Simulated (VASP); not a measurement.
Input of a VASP 6.6.1 run:

Contents of INCAR:

```
SYSTEM = CaTi2N2
  PREC = Accurate
  ENCUT = 520
  EDIFF = 1E-6
  ISMEAR = 0
  SIGMA = 0.1
  LREAL = .FALSE.
  LASPH = .TRUE.
  NELM = 100
  ALGO = Normal
  ISIF = 2
  LWAVE = .FALSE.
  LCHARG = .FALSE.
  GGA = PE
  NBANDS = 30
```

KPOINTS

```
Automatic mesh
0
G
  12 12 4
  0 0 0
```

File POSCAR:

```
CaTi2N2
1.0
    3.1116342879      0.0000000000      0.0000000000
   -1.5558171439      2.6947543406      0.0000000000
    0.0000000000      0.0000000000      7.9592811153
Ca Ti N
1 2 2
Direct
    0.3333333333      0.6666666667      0.6353304929
    0.0000000000      0.0000000000      0.0179787808
    0.6666666667      0.3333333333      0.3053156449
    0.3333333333      0.6666666667      0.1499774223
    0.0000000000      0.0000000000      0.4513976592
```

Potentials or basis: VASP PAW PBE potentials, release 64 (Ca_sv, Ti_sv, N).

Run with:

```console
$ cat potpaw_PBE.64/Ca_sv/POTCAR potpaw_PBE.64/Ti_sv/POTCAR potpaw_PBE.64/N/POTCAR > POTCAR
$ mpirun -np 1 vasp_std > vasp.out
```

Question: Predict the pressure.

Answer: 0.4 GPa.

Question: Estimate the band gap on the k mesh.

Answer: Zero (bands 22 and 23 overlap by 0.21 eV).

Question: What does it give for the largest force?

Answer: 0.061 eV/Å.

Forces in eV/Å, atoms in the order of the input:
```
Ca   0.000  0.000  0.061
Ti   0.000  0.000 -0.030
Ti   0.000  0.000 -0.001
N    0.000  0.000  0.001
N    0.000  0.000 -0.031
```
